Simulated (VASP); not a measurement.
# Al2O3 (R-3c) in VASP: vibrations by perturbation theory with LDA

Aim: the vibrations by perturbation theory of Al2O3 with LDA.

Program: VASP 6.6.1. These are calculated values, not measurements. Logs are shortened: lines on timing, memory, paths and dates and some standing lists are left out, and cuts for length are marked.

## (1) The cell of the first run

It takes space group R-3c (No. 167, trigonal). Conventional cell: a = 4.729 Å, b = 4.729 Å, c = 12.890 Å, α = 90.00°, β = 90.00°, γ = 120.00°. Al (site symmetry 3) has 6 O at 1.84 to 1.95 Å within 2.4 Å. O (site symmetry 2) has 4 Al at 1.84 to 1.95 Å within 2.4 Å.

## (2) Vibrations by perturbation theory, LDA

INCAR reads:

```
SYSTEM = Al2O3
  PREC = Accurate
  ENCUT = 520
  EDIFF = 1E-8
  ISMEAR = 0
  SIGMA = 0.01
  LREAL = .False.
  LASPH = .True.
  NELM = 80
  ALGO = Normal
  ISIF = 2
  LWAVE = .False.
  LCHARG = .False.
  GGA = CA
  NBANDS = 35
  IBRION = 8
  NSW = 1
  LEPSILON = .True.
  KPAR = 4
```

KPOINTS reads:

```
Automatic mesh
0
Gamma
  6 6 6
  0 0 0
```

POSCAR reads:

```
Al2O3
1.0
    2.3643538321      1.3650603214      4.2965513472
   -2.3643538321      1.3650603214      4.2965513472
    0.0000000000     -2.7301206429      4.2965513472
Al O
4 6
Direct
    0.3519823809      0.3519823809      0.3519823809
    0.1480176191      0.1480176191      0.1480176191
    0.6480176191      0.6480176191      0.6480176191
    0.8519823809      0.8519823809      0.8519823809
    0.5558334230      0.9441665770      0.2500000000
    0.2500000000      0.5558334230      0.9441665770
    0.9441665770      0.2500000000      0.5558334230
    0.4441665770      0.0558334230      0.7500000000
    0.7500000000      0.4441665770      0.0558334230
    0.0558334230      0.7500000000      0.4441665770
```

Potentials or basis: VASP PAW LDA potentials, release 64 (Al, O).

Run with:

```
$ cat potpaw_LDA.64/Al/POTCAR potpaw_LDA.64/O/POTCAR > POTCAR
$ mpirun -np 4 vasp_std > vasp.out
```

OUTCAR:

```text
SYSTEM = Al2O3
   PREC = Accurate
   ENCUT = 520
   EDIFF = 1E-8
   ISMEAR = 0
   LREAL = .False.
   LASPH = .True.
   NELM = 80
   ISIF = 2
   GGA = CA
   IBRION = 8
   NSW = 1
   LEPSILON = .True.

 ion  position               nearest neighbor table
   1  0.352  0.352  0.352-  10 1.84   9 1.84   8 1.84   7 1.95   5 1.95   6 1.95   2 2.63   3 2.77
                             3 2.77   3 2.77   2 3.20   2 3.20   2 3.20
   2  0.148  0.148  0.148-   9 1.84  10 1.84   8 1.84   6 1.95   5 1.95   7 1.95   1 2.63   4 2.77
                             4 2.77   4 2.77   1 3.20   1 3.20   1 3.20
   3  0.648  0.648  0.648-   7 1.84   6 1.84   5 1.84  10 1.95   8 1.95   9 1.95   4 2.63   1 2.77
                             1 2.77   1 2.77   4 3.20   4 3.20   4 3.20
   4  0.852  0.852  0.852-   6 1.84   7 1.84   5 1.84   9 1.95   8 1.95  10 1.95   3 2.63   2 2.77
                             2 2.77   2 2.77   3 3.20   3 3.20   3 3.20
   5  0.556  0.944  0.250-   3 1.84   4 1.84   1 1.95   2 1.95
   6  0.250  0.556  0.944-   4 1.84   3 1.84   2 1.95   1 1.95
   7  0.944  0.250  0.556-   3 1.84   4 1.84   1 1.95   2 1.95
   8  0.444  0.056  0.750-   1 1.84   2 1.84   3 1.95   4 1.95
   9  0.750  0.444  0.056-   2 1.84   1 1.84   4 1.95   3 1.95
  10  0.056  0.750  0.444-   1 1.84   2 1.84   3 1.95   4 1.95

  LATTYP: Found a trigonal (rhomboedric) cell.
 ALAT       =     5.0905709114
 COS(alpha) =     0.5685584639

  Lattice vectors:

 A1 = (   2.3643538321,   1.3650603214,   4.2965513472)
 A2 = (  -2.3643538321,   1.3650603214,   4.2965513472)
 A3 = (   0.0000000000,  -2.7301206429,   4.2965513472)

[... 1297 lines left out ...]
  3Y     0.000435    5.188114    0.000000   -2.148618    2.369902   -0.000000   -0.000416  -20.866770    0.000000    1.224607   -0.408032   -0.000000   -1.632326    3.709577   -2.140073    1.588731    4.567763    2.227414    0.721413    1.349153   -0.087340    0.376278    1.422160   -0.107811   -0.014192    1.079264   -0.106696   -0.115913    1.588869    0.214507
  3Z    -0.000000    0.000000   -4.576945    0.000000   -0.000000    4.947513    0.000000    0.000000  -19.448551    0.000000   -0.000000    8.845972    1.417699   -1.835093    2.220065    0.880387    2.145310    2.220065   -2.298086   -0.310217    2.220065   -0.180246   -0.103390    1.190605    0.179661   -0.104402    1.190605    0.000584    0.207792    1.190605
  4X     2.369902   -2.148618    0.000000    5.188114    0.000435    0.000000   -0.408032    1.224607    0.000000  -20.866770   -0.000416    0.000000    2.708085    2.084205   -1.336424    5.068509   -0.269535    2.521570    1.849899   -1.136852   -1.185146    1.304702   -0.212162    0.185446    1.137993    0.280029    0.000644    1.647598    0.178307   -0.186090
  4Y     2.148618    2.369902   -0.000000   -0.000435    5.188114    0.000000   -1.224607   -0.408032   -0.000000    0.000416  -20.866770    0.000000    1.632326    3.709577   -2.140073   -0.721413    1.349153   -0.087340   -1.588731    4.567763    2.227414   -0.376278    1.422160   -0.107811    0.115913    1.588869    0.214507    0.014192    1.079264   -0.106696
  4Z    -0.000000   -0.000000    4.947513    0.000000    0.000000   -4.576945    0.000000   -0.000000    8.845972    0.000000    0.000000  -19.448551   -1.417699   -1.835093    2.220065    2.298086   -0.310217    2.220065   -0.880387    2.145310    2.220065    0.180246   -0.103390    1.190605   -0.000584    0.207792    1.190605   -0.179661   -0.104402    1.190605
  5X     1.306749    0.379204   -0.186659    1.306749   -0.379204    0.186659    2.711212   -1.633349    1.413260    2.711212    1.633349   -1.413260  -18.753944    0.000000   -0.000000    4.646546   -1.377946    0.298519    4.646546    1.377946   -0.298519   -0.299774    0.000000    0.000000    0.862352   -0.282173   -1.819144    0.862352    0.282173    1.819144
  5Y     0.213265    1.420274   -0.102831   -0.213265    1.420274   -0.102831   -2.082626    3.708618   -1.834080    2.082626    3.708618   -1.834080   -0.000000  -19.273790    6.197483   -1.566271    2.940855   -0.154539    1.566271    2.940855   -0.154539    0.000000    2.104512   -3.669879   -0.319293    0.514890    0.827648    0.319293    0.514890    0.827648
  5Z    -0.187034   -0.104751    1.189833    0.187034   -0.104751    1.189833    1.337645   -2.140424    2.224009   -1.337645   -2.140424    2.224009    0.000000    6.196819  -16.279194    0.283019   -0.180703   -0.505586   -0.283019   -0.180703   -0.505586    0.000000   -3.668955    4.599728   -1.626131    1.161945    2.931477    1.626131    1.161945    2.931477
  6X     1.648440   -0.015990    0.182384    1.135346    0.114306   -0.004275    1.850203    1.585522    0.881730    5.068331   -0.721742    2.294990    4.642162   -1.568803    0.283094  -19.143828   -0.225100   -5.367178    2.092395    0.091631   -0.015425    0.862198   -0.319382   -1.626336    1.503441    1.041086    3.178208    0.341313    0.018472    0.192808
  6Y    -0.181929    1.078584   -0.110236    0.280245    1.591677    0.213067    1.136245    4.569628    2.140959   -0.272466    1.351499   -0.306879   -1.380477    2.945240   -0.181255   -0.225100  -18.883906   -3.098742   -0.096694    5.495007    0.335794   -0.282261    0.515044    1.161600    1.041086    0.301298    1.834939   -0.018649    1.035929   -1.989249
  6Z     0.184234   -0.109601    1.189833   -0.002800    0.214351    1.189833    1.184839    2.228646    2.224009    2.522484   -0.088223    2.224009    0.298003   -0.154750   -0.505586   -5.366603   -3.098410  -16.279194    0.014984    0.335453   -0.505586   -1.819339    0.827298    2.931477    3.177408    1.834477    4.599728   -0.193208   -1.989243    2.931477
  7X     1.135346   -0.114306    0.004275    1.648440    0.015990   -0.182384    5.068331    0.721742   -2.294990    1.850203   -1.585522   -0.881730    4.642162    1.568803   -0.283094    2.092395   -0.091631    0.015425  -19.143828    0.225100    5.367178    0.862198    0.319382    1.626336    0.341313   -0.018472   -0.192808    1.503441   -1.041086   -3.178208
  7Y    -0.280245    1.591677    0.213067    0.181929    1.078584   -0.110236    0.272466    1.351499   -0.306879   -1.136245    4.569628    2.140959    1.380477    2.945240   -0.181255    0.096694    5.495007    0.335794    0.225100  -18.883906   -3.098742    0.282261    0.515044    1.161600    0.018649    1.035929   -1.989249   -1.041086    0.301298    1.834939
  7Z     0.002800    0.214351    1.189833   -0.184234   -0.109601    1.189833   -2.522484   -0.088223    2.224009   -1.184839    2.228646    2.224009   -0.298003   -0.154750   -0.505586   -0.014984    0.335453   -0.505586    5.366603   -3.098410  -16.279194    1.819339    0.827298    2.931477    0.193208   -1.989243    2.931477   -3.177408    1.834477    4.599728
  8X     2.711212   -1.633349    1.413260    2.711212    1.633349   -1.413260    1.306749    0.379204   -0.186659    1.306749   -0.379204    0.186659   -0.299774    0.000000    0.000000    0.862352   -0.282173   -1.819144    0.862352    0.282173    1.819144  -18.753944    0.000000   -0.000000    4.646546   -1.377946    0.298519    4.646546    1.377946   -0.298519
  8Y    -2.082626    3.708618   -1.834080    2.082626    3.708618   -1.834080    0.213265    1.420274   -0.102831   -0.213265    1.420274   -0.102831    0.000000    2.104512   -3.669879   -0.319293    0.514890    0.827648    0.319293    0.514890    0.827648   -0.000000  -19.273790    6.197483   -1.566271    2.940855   -0.154539    1.566271    2.940855   -0.154539
  8Z     1.337645   -2.140424    2.224009   -1.337645   -2.140424    2.224009   -0.187034   -0.104751    1.189833    0.187034   -0.104751    1.189833    0.000000   -3.668955    4.599728   -1.626131    1.161945    2.931477    1.626131    1.161945    2.931477    0.000000    6.196819  -16.279194    0.283019   -0.180703   -0.505586   -0.283019   -0.180703   -0.505586
  9X     1.850203    1.585522    0.881730    5.068331   -0.721742    2.294990    1.648440   -0.015990    0.182384    1.135346    0.114306   -0.004275    0.862198   -0.319382   -1.626336    1.503441    1.041086    3.178208    0.341313    0.018472    0.192808    4.642162   -1.568803    0.283094  -19.143828   -0.225100   -5.367178    2.092395    0.091631   -0.015425
  9Y     1.136245    4.569628    2.140959   -0.272466    1.351499   -0.306879   -0.181929    1.078584   -0.110236    0.280245    1.591677    0.213067   -0.282261    0.515044    1.161600    1.041086    0.301298    1.834939   -0.018649    1.035929   -1.989249   -1.380477    2.945240   -0.181255   -0.225100  -18.883906   -3.098742   -0.096694    5.495007    0.335794
  9Z     1.184839    2.228646    2.224009    2.522484   -0.088223    2.224009    0.184234   -0.109601    1.189833   -0.002800    0.214351    1.189833   -1.819339    0.827298    2.931477    3.177408    1.834477    4.599728   -0.193208   -1.989243    2.931477    0.298003   -0.154750   -0.505586   -5.366603   -3.098410  -16.279194    0.014984    0.335453   -0.505586
 10X     5.068331    0.721742   -2.294990    1.850203   -1.585522   -0.881730    1.135346   -0.114306    0.004275    1.648440    0.015990   -0.182384    0.862198    0.319382    1.626336    0.341313   -0.018472   -0.192808    1.503441   -1.041086   -3.178208    4.642162    1.568803   -0.283094    2.092395   -0.091631    0.015425  -19.143828    0.225100    5.367178
 10Y     0.272466    1.351499   -0.306879   -1.136245    4.569628    2.140959   -0.280245    1.591677    0.213067    0.181929    1.078584   -0.110236    0.282261    0.515044    1.161600    0.018649    1.035929   -1.989249   -1.041086    0.301298    1.834939    1.380477    2.945240   -0.181255    0.096694    5.495007    0.335794    0.225100  -18.883906   -3.098742
 10Z    -2.522484   -0.088223    2.224009   -1.184839    2.228646    2.224009    0.002800    0.214351    1.189833   -0.184234   -0.109601    1.189833    1.819339    0.827298    2.931477    0.193208   -1.989243    2.931477   -3.177408    1.834477    4.599728   -0.298003   -0.154750   -0.505586   -0.014984    0.335453   -0.505586    5.366603   -3.098410  -16.279194

 Eigenvectors and eigenvalues of the dynamical matrix
   1 f  =   22.750892 THz   142.948071 2PiTHz  758.888076 cm-1    94.090087 meV
   2 f  =   22.750892 THz   142.948071 2PiTHz  758.888076 cm-1    94.090087 meV
   3 f  =   22.659129 THz   142.371504 2PiTHz  755.827172 cm-1    93.710584 meV
   4 f  =   20.809724 THz   130.751350 2PiTHz  694.137666 cm-1    86.062063 meV
   5 f  =   19.463968 THz   122.295719 2PiTHz  649.248095 cm-1    80.496468 meV
   6 f  =   19.143273 THz   120.280729 2PiTHz  638.550840 cm-1    79.170178 meV
[... 19 lines left out ...]
  26 f  =   11.252576 THz    70.702022 2PiTHz  375.345541 cm-1    46.536895 meV
  27 f  =    9.434604 THz    59.279367 2PiTHz  314.704524 cm-1    39.018371 meV
  28 f/i=    0.004178 THz     0.026253 2PiTHz    0.139374 cm-1     0.017280 meV
  29 f/i=    0.005678 THz     0.035675 2PiTHz    0.189394 cm-1     0.023482 meV
  30 f/i=    0.005678 THz     0.035675 2PiTHz    0.189394 cm-1     0.023482 meV

 MACROSCOPIC STATIC DIELECTRIC TENSOR IONIC CONTRIBUTION
 ------------------------------------------------------
           5.824186     0.000000    -0.000000
           0.000000     5.824186    -0.000000
          -0.000000    -0.000000     7.706364
 ------------------------------------------------------

 ELASTIC MODULI CONTR FROM IONIC RELAXATION (kBar)
 Direction    XX          YY          ZZ          XY          YZ          ZX
 --------------------------------------------------------------------------------
 XX        -413.4947    178.4395    154.5914      0.0000    114.4192      0.0000
 YY         178.4395   -413.4947    154.5914      0.0000   -114.4192      0.0000
 ZZ         154.5914    154.5914   -233.3282     -0.0000      0.0000     -0.0000
 XY           0.0000     -0.0000     -0.0000   -295.9785      0.0000    112.9485
 YZ         114.4192   -114.4192      0.0000      0.0000   -153.8933     -0.0000
 ZX           0.0000      0.0000     -0.0000    112.9485     -0.0000   -152.3095
 --------------------------------------------------------------------------------

 PIEZOELECTRIC TENSOR IONIC CONTR  for field in x, y, z        (C/m^2)
          XX          YY          ZZ          XY          YZ          ZX
  --------------------------------------------------------------------------------
  x     0.00000    -0.00000    -0.00000    -0.00000    -0.00000     0.00000
  y     0.00000    -0.00000     0.00000    -0.00000    -0.00000     0.00000
  z    -0.00000     0.00000     0.00000     0.00000     0.00000    -0.00000
```

Wall time 15 min (4 MPI ranks of AMD EPYC 7R43 (Zen 3), shared host); peak memory 0.75 GiB.

Results:

| Property | Result |
| --- | --- |
| Electronic dielectric tensor (diagonal) | 3.23, 3.23, 3.19 |
| Born charges (mean of the diagonal) | Al +2.93; O -1.95 e |
| Highest phonon frequency at Γ, LO-TO splitting left out | 759 cm⁻¹ |

Phonon frequencies in cm⁻¹ (negative: imaginary):
```tsv
q point	frequencies
(0.000, 0.000, 0.000)	0 0 0 315 375 375 392 392 399 422 439 439 443 443 449 449 529 580 580 584 584 596 605 639 639 649 694 756 759 759
```

Electronic dielectric tensor:
```
3.23 0.00 0.00
0.00 3.23 0.00
0.00 0.00 3.19
```

Born effective charge tensors (e):
atom 1, Al
```
 2.94 -0.03  0.00
 0.03  2.94  0.00
 0.00  0.00  2.91
```
atom 2, Al
```
 2.94  0.03  0.00
-0.03  2.94  0.00
 0.00  0.00  2.91
```
atom 3, Al
```
 2.94 -0.03  0.00
 0.03  2.94  0.00
 0.00  0.00  2.91
```
atom 4, Al
```
 2.94  0.03  0.00
-0.03  2.94  0.00
 0.00  0.00  2.91
```
atom 5, O
```
-2.06  0.00  0.00
 0.00 -1.86  0.25
 0.00  0.34 -1.94
```
atom 6, O
```
-1.91  0.08 -0.21
 0.08 -2.01 -0.12
-0.29 -0.17 -1.94
```
atom 7, O
```
-1.91 -0.08  0.21
-0.08 -2.01 -0.12
 0.29 -0.17 -1.94
```
atom 8, O
```
-2.06  0.00  0.00
 0.00 -1.86  0.25
 0.00  0.34 -1.94
```
atom 9, O
```
-1.91  0.08 -0.21
 0.08 -2.01 -0.12
-0.29 -0.17 -1.94
```
atom 10, O
```
-1.91 -0.08  0.21
-0.08 -2.01 -0.12
 0.29 -0.17 -1.94
```
